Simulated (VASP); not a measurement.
A run of VASP 6.6.1:

The input INCAR:

```
ALGO = Normal
EDIFF = 1E-6
ENCUT = 520
GGA = PS
ISIF = 2
ISMEAR = 0
LASPH = True
LCHARG = True
LELF = True
LREAL = False
LVHAR = True
LWAVE = False
NBANDS = 16
NELM = 100
PREC = Accurate
SIGMA = 0.15
```

File KPOINTS:

```
k-points
0
Gamma
  12 12 12
```

Contents of POSCAR:

```
LiPb
1.0
    2.5309027882      1.4612174060      2.0317299500
   -2.5309027882      1.4612174060      2.0317299500
    0.0000000000     -2.9224348121      2.0317299500
Li Pb
1 1
Direct
    0.5000000000      0.5000000000      0.5000000000
    0.0000000000      0.0000000000      0.0000000000
```

Potentials or basis: VASP PAW PBE potentials, release 64 (Li_sv, Pb_d).

Launch:

```sh
$ cat potpaw_PBE.64/Li_sv/POTCAR potpaw_PBE.64/Pb_d/POTCAR > POTCAR
$ mpirun -np 1 vasp_std > vasp.out
```

Hardware: 1 thread of AMD EPYC 7R43 64-Core Processor (Zen 3), with other jobs on the host.

**Question.** Estimate the wall time of this run.

**Answer.** It took 94 s on 1 thread of AMD EPYC 7R43 64-Core Processor (Zen 3) (shared host), peak memory 0.22 GiB. Counts: scf iterations 11, k points 189.
